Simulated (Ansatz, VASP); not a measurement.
# Two plane-wave programs on Pd3Cl

The input INCAR:

```
PREC = Accurate
ENCUT = 600
EDIFF = 1E-6
ISMEAR = 0
SIGMA = 0.1
LREAL = F
LASPH = T
NELM = 60
ALGO = Fast
ISIF = 3
LWAVE = F
LCHARG = F
GGA = PE
IBRION = 2
NSW = 100
EDIFFG = -0.01
```

File KPOINTS:

```
regular mesh
0
Gamma
  12 12 12
```

File POSCAR:

```
Pd3Cl
1.0
    4.0633098240      0.0000000000      0.0000000000
    0.0000000000      4.0633098240      0.0000000000
    0.0000000000      0.0000000000      4.0633098240
Pd Cl
3 1
Direct
    0.0000000000      0.5000000000      0.5000000000
    0.5000000000      0.0000000000      0.5000000000
    0.5000000000      0.5000000000      0.0000000000
    0.0000000000      0.0000000000      0.0000000000
```

Input for Ansatz:

```yaml
crystal:
  lattice:
    - [4.063309824, 0.0, 0.0]
    - [0.0, 4.063309824, 0.0]
    - [0.0, 0.0, 4.063309824]
  atoms:
    - { symbol: Pd, position: [0.0, 0.5, 0.5] }
    - { symbol: Pd, position: [0.5, 0.0, 0.5] }
    - { symbol: Pd, position: [0.5, 0.5, 0.0] }
    - { symbol: Cl, position: [0.0, 0.0, 0.0] }
basis:
  ecutwfc: 420
kpoints:
  mp_grid: { grid: [12, 12, 12] }
hamiltonian:
  xc: pbe
scf:
  occupations: { method: gaussian, width: 0.1 }
output:
  forces: true
  stress: true
  eigenvalues: true
relax:
  adjacent_minimum: "off"
  f_tol: 0.01
  max_steps: 80
  cell: { stress_tol: 0.05 }
```

Alike in both runs: task relaxation of cell and atoms; functional PBE; k mesh 12 × 12 × 12; occupations gaussian, width 0.1 eV; no spin polarisation.

```csv
,VASP,Ansatz
version,VASP 6.6.1,Ansatz 0.2.0
potentials or method,"VASP PAW PBE potentials, release 64 (Pd, Cl), cutoff 600 eV","scalar-relativistic, plane waves, PAW"
valence electrons in the cell,37,61
```

```tsv
	VASP	Ansatz	Ansatz less VASP
gap on the k mesh at the Fermi level, each at its own relaxed structure (eV)	none	none	-
relaxed volume (Å³/atom)	16.47	16.49	+0.025
relaxed length of the cell vector where the two differ most in proportion (Å)	4.038	4.040	+0.0021
```

A gap of «none» marks a metal or a gap that the smearing closes. VASP's potentials hold 37 valence electrons a cell and Ansatz's 61, so a difference there can come from the potentials and not from the codes.
